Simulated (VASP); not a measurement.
# AuI3 (I4/mmm) in VASP: relaxation of cell and atoms with PBE

Aim: the relaxation of cell and atoms of AuI3 with PBE.

The COD entry that gives the cell may itself be a prediction, so a difference from it is no test against experiment.

Everything below comes from runs of VASP 6.6.1. Logs are shortened: lines on timing, memory, paths and dates and some standing lists are left out, and cuts for length are marked.

## Step 1: The cell of the first run

It takes space group I4/mmm (No. 139, tetragonal). Conventional cell: a = 5.257 Å, b = 5.257 Å, c = 9.173 Å, α = 90.00°, β = 90.00°, γ = 90.00°. Au (site symmetry 4/mmm) has 14 I at 3.49 to 4.59 Å within 4.6 Å. I (site symmetry -4m2) has 4 Au at 3.49 Å and 10 I at 3.49 to 4.59 Å within 4.6 Å. I (site symmetry 4/mmm) has 8 I at 3.49 Å and 6 Au at 3.72 to 4.59 Å within 4.6 Å.

## Step 2: Relaxation of cell and atoms, PBE

INCAR reads:

```
ALGO     = Normal         # electronic algorithm
EDIFF    = 1E-7           # SCF threshold, eV
EDIFFG   = -0.01          # ionic threshold
ENCUT    = 600            # plane-wave cutoff, eV
GGA      = PE             # functional
IBRION   = 2              # ionic algorithm
ISIF     = 3              # what is computed and relaxed
ISMEAR   = 0              # smearing method
LASPH    = T              # aspherical terms in the spheres
LCHARG   = F              # write CHGCAR
LREAL    = F              # projectors in reciprocal space
LWAVE    = F              # write WAVECAR
NELM     = 80             # most SCF steps
NSW      = 100            # ionic steps
PREC     = Accurate       # precision mode
SIGMA    = 0.1            # smearing width, eV
```

KPOINTS reads:

```
k-points
0
Gamma
  12 12 12
```

POSCAR reads:

```
AuI3
1.0
   -2.6285855900      2.6285855900      4.5862507700
    2.6285855900     -2.6285855900      4.5862507700
    2.6285855900      2.6285855900     -4.5862507700
Au I
1 3
Direct
    0.0000000000      0.0000000000      0.0000000000
    0.2500000000      0.7500000000      0.5000000000
    0.7500000000      0.2500000000      0.5000000000
    0.5000000000      0.5000000000      0.0000000000
```

Potentials or basis: VASP PAW PBE potentials, release 64 (Au, I).

Started as:

```
cat potpaw_PBE.64/Au/POTCAR potpaw_PBE.64/I/POTCAR > POTCAR
mpirun -np 1 vasp_std > vasp.out
```

OUTCAR:

```text
EDIFF = 1E-7
   EDIFFG = -0.01
   ENCUT = 600
   GGA = PE
   IBRION = 2
   ISIF = 3
   ISMEAR = 0
   LASPH = T
   LREAL = F
   NELM = 80
   NSW = 100
   PREC = Accurate

 ion  position               nearest neighbor table
   1  0.000  0.000  0.000-   3 3.49   2 3.49   2 3.49   3 3.49   2 3.49   3 3.49   3 3.49   2 3.49

   2  0.250  0.750  0.500-   1 3.49   4 3.49   1 3.49   4 3.49   1 3.49   4 3.49   1 3.49   4 3.49

   3  0.750  0.250  0.500-   4 3.49   1 3.49   1 3.49   4 3.49   1 3.49   4 3.49   4 3.49   1 3.49

   4  0.500  0.500  0.000-   2 3.49   3 3.49   2 3.49   3 3.49   2 3.49   3 3.49   2 3.49   3 3.49

  LATTYP: Found a body centered tetragonal cell.
 ALAT       =     5.2571711800
 C/A-ratio  =     1.7447599148

  Lattice vectors:

 A1 = (  -2.6285855900,   2.6285855900,   4.5862507700)
 A2 = (   2.6285855900,  -2.6285855900,   4.5862507700)
 A3 = (   2.6285855900,   2.6285855900,  -4.5862507700)

Analysis of symmetry for initial positions (statically):
=====================================================================
 Subroutine PRICEL returns:
 Original cell was already a primitive cell.

 Routine SETGRP: Setting up the symmetry group for a
 body centered tetragonal supercell.

 Subroutine GETGRP returns: Found 16 space group operations
 (whereof 16 operations were pure point group operations)
 out of a pool of 16 trial point group operations.

The static configuration has the point symmetry D_4h.

Analysis of symmetry for dynamics (positions and initial velocities):
=====================================================================
 Subroutine PRICEL returns:
 Original cell was already a primitive cell.

 Routine SETGRP: Setting up the symmetry group for a
 body centered tetragonal supercell.

 Subroutine GETGRP returns: Found 16 space group operations
 (whereof 16 operations were pure point group operations)
 out of a pool of 16 trial point group operations.

The dynamic configuration has the point symmetry D_4h.

 Subroutine INISYM returns: Found 16 space group operations
 (whereof 16 operations are pure point group operations),
 and found     1 'primitive' translations

----------------------------------------------------------------------------------------

                                     Primitive cell

  volume of cell :     126.7541

  direct lattice vectors                    reciprocal lattice vectors
    -2.628585590  2.628585590  4.586250770     0.000000000  0.190216367  0.109021513
     2.628585590 -2.628585590  4.586250770     0.190216367  0.000000000  0.109021513
     2.628585590  2.628585590 -4.586250770     0.190216367  0.190216367  0.000000000

  length of vectors
     5.903610805  5.903610805  5.903610805     0.219244057  0.219244057  0.269006565

  position of ions in fractional coordinates (direct lattice)
     0.000000000  0.000000000  0.000000000
     0.250000000  0.750000000  0.500000000
     0.750000000  0.250000000  0.500000000
     0.500000000  0.500000000  0.000000000

  ion indices of the primitive-cell ions
   primitive index   ion index
                 1           1
                 2           2
                 3           3
                 4           4

----------------------------------------------------------------------------------------

 KPOINTS: k-points

Automatic generation of k-mesh.
 Grid dimensions read from file:
 generate k-points for:   12   12   12

 Generating k-lattice:

  Cartesian coordinates                     Fractional coordinates (reciprocal lattice)
     0.000000000  0.015851364  0.009085126     0.083333333  0.000000000  0.000000000
     0.015851364  0.000000000  0.009085126     0.000000000  0.083333333  0.000000000
     0.015851364  0.015851364  0.000000000     0.000000000  0.000000000  0.083333333

  Length of vectors
     0.018270338  0.018270338  0.022417214

  Shift w.r.t. Gamma in fractional coordinates (k-lattice)
     0.000000000  0.000000000  0.000000000

 Subroutine IBZKPT returns following result:
 ===========================================

 Found    163 irreducible k-points:

 Following reciprocal coordinates:
            Coordinates               Weight
  0.000000  0.000000  0.000000      1.000000
  0.083333 -0.000000  0.000000      8.000000
  0.166667 -0.000000  0.000000      8.000000
  0.250000 -0.000000  0.000000      8.000000
  0.333333  0.000000  0.000000      8.000000
  0.416667 -0.000000  0.000000      8.000000
[... 16 lines left out ...]
  0.500000  0.166667  0.000000     16.000000
 -0.416667  0.166667  0.000000     16.000000
 [... further k-points ...]
   k-points           NKPTS =    163   k-points in BZ     NKDIM =    163   number of bands    NBANDS=     20
   number of dos      NEDOS =    301   number of ions     NIONS =      4
   total plane-waves  NPLWV = 110592
   dimension x,y,z NGX =    48 NGY =   48 NGZ =   48
   dimension x,y,z NGXF=    96 NGYF=   96 NGZF=   96
   ions per type =               1   3
   NGX,Y,Z   is equivalent  to a cutoff of  13.52, 13.52, 13.52 a.u.
   NGXF,Y,Z  is equivalent  to a cutoff of  27.03, 27.03, 27.03 a.u.
 SYSTEM =  unknown system
   PREC   = accura    normal or accurate (medium, high low for compatibility)
   ISTART =      0    job   : 0-new  1-cont  2-samecut
   ICHARG =      2    charge: 1-file 2-atom 10-const
   ISPIN  =      1    spin polarized calculation?
   LNONCOLLINEAR =      F non collinear calculations
   LSORBIT =      F    spin-orbit coupling
   LASPH  =      T    aspherical Exc in radial PAW
   ENCUT  =  600.0 eV  44.10 Ry    6.64 a.u.  11.79 11.79 11.79*2*pi/ulx,y,z
   NELM   =     80;   NELMIN=  2; NELMDL= -5     # of ELM steps
   EDIFF  = 0.1E-06   stopping-criterion for ELM
   LREAL  =      F    real-space projection
   EDIFFG = -.1E-01   stopping-criterion for IOM
   NSW    =    100    number of steps for IOM
   IBRION =      2    ionic relax: 0-MD 1-quasi-New 2-CG
   NFREE  =      1    steps in history (QN), initial steepest desc. (CG)
   ISIF   =      3    stress and relaxation
   ISYM   =      2    0-nonsym 1-usesym 2-fastsym
   POTIM  = 0.5000    time-step for ionic-motion
   TEBEG  =    0.0;   TEEND  =   0.0 temperature during run
   PSTRESS=    0.0 pullay stress
   NELECT =      32.0000    total number of electrons
   NUPDOWN=      -1.0000    fix difference up-down
   EMIN   =  10.00;   EMAX   =-10.00  energy-range for DOS
   EFERMI =   0.00;   METHOD = LEGACY
   ISMEAR =     0;   SIGMA  =   0.10  broadening in eV -4-tet -1-fermi 0-gaus
   EFERMI_NEDOS =   21; number of points for ismear=-14 and -15
   IALGO  =     38    algorithm
   IMIX   =      4    mixing-type and parameters
     AMIX     =   0.40;   BMIX     =  1.00
     AMIX_MAG =   1.60;   BMIX_MAG =  1.00
  volume/ion in A,a.u.               =      31.69       213.84
  Fermi-wavevector in a.u.,A,eV,Ry     =   1.034675  1.955253 14.565762  1.070553
  Thomas-Fermi vector in A             =   2.168982
   LORBIT       =      0    0 simple, 1 ext, 2 COOP (PROOUT), +10 PAW based schemes
   GGA     = PE    functional components
   LHFCALC =     F    Hartree Fock is set to
   AEXX    =    0.0000 exact exchange contribution
   IVDW    =     0    specifies the selected vdW correction
   LEPSILON=     F    determine dielectric tensor
   LRPA    =     F    only Hartree local field effects (RPA)
 conjugate gradient relaxation of ions
 non-spin polarized calculation
 Gauss-broadening in eV      SIGMA  =   0.10
  energy-cutoff  :      600.00
  volume of cell :      126.75
 maximum number of plane-waves:      4270
   NGX = 23   NGY = 23   NGZ = 23

--------------------------------------- Ionic step        1  -------------------------------------------

 number of electron      32.0000001 magnetization

 Free energy of the ion-electron system (eV)
  ---------------------------------------------------
  ext. energy  EPLUGINS =         0.00000000
  ---------------------------------------------------
  free energy    TOTEN  =        -5.10712933 eV

  energy without entropy =       -5.07696422  energy(sigma->0) =       -5.09204678

------------------------ aborting loop because EDIFF is reached ----------------------------------------

  FORCE on cell =-STRESS in cart. coord.  units (eV):
  Direction    XX          YY          ZZ          XY          YZ          ZX
  --------------------------------------------------------------------------------------
  -------------------------------------------------------------------------------------
  Total        0.8366225      0.8366225     -2.2753810      0.0000000     -0.0000000      0.0000000
  in kB       10.5749445     10.5749445    -28.7609133      0.0000000     -0.0000000      0.0000000
  external PRESSURE =      -2.5370081 kB  Pullay stress =       0.0000000 kB
[... 213 lines left out ...]
  energy  without entropy=       -5.3438461523  energy(sigma->0) =       -5.35733354

--------------------------------------- Ionic step        7  -------------------------------------------

 number of electron      32.0000001 magnetization

 Free energy of the ion-electron system (eV)
  ---------------------------------------------------
  ext. energy  EPLUGINS =         0.00000000
  ---------------------------------------------------
  free energy    TOTEN  =        -5.37222279 eV

  energy without entropy =       -5.34575521  energy(sigma->0) =       -5.35898900

 E-fermi :   5.3095     XC(G=0):  -9.6453

 val. band max:        5.3092123924   @ k =  -0.4167  -0.4167   0.1667
 cond. band min:       5.3100830611   @ k =  -0.4167   0.4167   0.2500
 fundamental gap:      0.0008706686
 Fermi energy:         5.3095216932

 k-point     1 :       0.0000    0.0000    0.0000
  band No.  band energies     occupation
      1      -8.5146      2.00000
      2      -6.6507      2.00000
      3      -5.9600      2.00000
      4       1.4062      2.00000
      5       1.4062      2.00000
      6       1.4085      2.00000
[... 12 lines left out ...]
     19      10.5068      0.00000
[... 513 lines left out ...]
      4       0.8080      2.00000
      5       0.8831      2.00000
      6       1.4944      2.00000
[... 12 lines left out ...]
     19      10.1299      0.00000
     20      10.2948      0.00000

 [... further k-points ...]
[... 5 lines left out ...]
  --------------------------------------------------------------------------------------
  -------------------------------------------------------------------------------------
  Total        0.0015285      0.0015285     -0.0062863      0.0000000      0.0000000      0.0000000
  in kB        0.0199025      0.0199025     -0.0818528      0.0000000      0.0000000      0.0000000
  external PRESSURE =      -0.0140159 kB  Pullay stress =       0.0000000 kB
[... 19 lines left out ...]
  FREE ENERGIE OF THE ION-ELECTRON SYSTEM (eV)
  ---------------------------------------------------
  free  energy   TOTEN  =        -5.3722227865 eV

  energy  without entropy=       -5.3457552144  energy(sigma->0) =       -5.35898900

 reached required accuracy - stopping structural energy minimisation
```

Wall time 49 min (1 thread of Intel Xeon Platinum 8259CL at 2.50GHz (Skylake/Cascade Lake), shared host); peak memory 0.72 GiB.

What came out:

```yaml
Free_energy: -5.3722 eV
Relaxed_volume: 30.76 Å³/atom
Relaxed_cell: a = 5.584 Å, b = 5.584 Å, c = 5.584 Å, α = 120.03°, β = 120.03°, γ = 89.95°
Space_group_after_relaxing_to_0.05_Å: Fm-3m (No. 225)
Energy_gained_by_relaxing: 66.3 meV/atom
Ionic_steps: 7
Pressure_after_relaxing: 0.0 GPa
Band_gap_on_the_k_mesh: zero (band 16 reaches 5.67 eV, above the bottom of band 17 at 4.58 eV)
```

Step by step:
| step | energy change (eV) | largest force (eV/Å) | pressure (GPa) | volume (Å³) |
| --- | --- | --- | --- | --- |
| 1 | 0.0000 | 0.0000 | -0.25 | 126.75 |
| 2 | -0.0797 | 0.0000 | -0.21 | 125.78 |
| 3 | -0.2463 | 0.0000 | 0.27 | 122.13 |
| 4 | -0.2576 | 0.0000 | 0.80 | 120.04 |
| 5 | -0.2595 | 0.0000 | 0.67 | 120.50 |
| 6 | -0.2637 | 0.0000 | -0.32 | 124.37 |
| 7 | -0.2651 | 0.0000 | 0.00 | 123.05 |

Final structure:
```
Au I
1.0
    -2.79062    2.79062    3.95016
     2.79062   -2.79062    3.95016
     2.79062    2.79062   -3.95016
Au I
1 3
Cartesian
  0.0000 0.0000 0.0000
  2.7906 0.0000 1.9751
  0.0000 2.7906 1.9751
  0.0000 0.0000 3.9502
```

Levels at points of the mesh, in eV from the Fermi level:
| k point | band 13 | band 14 | band 15 | band 16 | band 17 | band 18 | band 19 | band 20 |
| --- | --- | --- | --- | --- | --- | --- | --- | --- |
| (0.00, 0.00, 0.00) | -1.38 | -1.37 | -0.73 | -0.73 | -0.73 | -0.52 | 5.20 | 5.20 |
| (0.50, 0.00, 0.00) | -1.99 | -1.99 | -0.55 | 0.30 | 0.30 | 1.25 | 4.59 | 4.60 |
| (0.50, 0.50, 0.00) | -0.80 | -0.69 | -0.68 | -0.02 | -0.01 | 0.97 | 5.70 | 6.26 |
| (0.50, 0.50, 0.50) | -0.80 | -0.68 | -0.68 | -0.02 | -0.02 | 0.97 | 5.69 | 6.26 |

Caveat: spin-orbit coupling is left out, which moves the levels of the heavy elements.
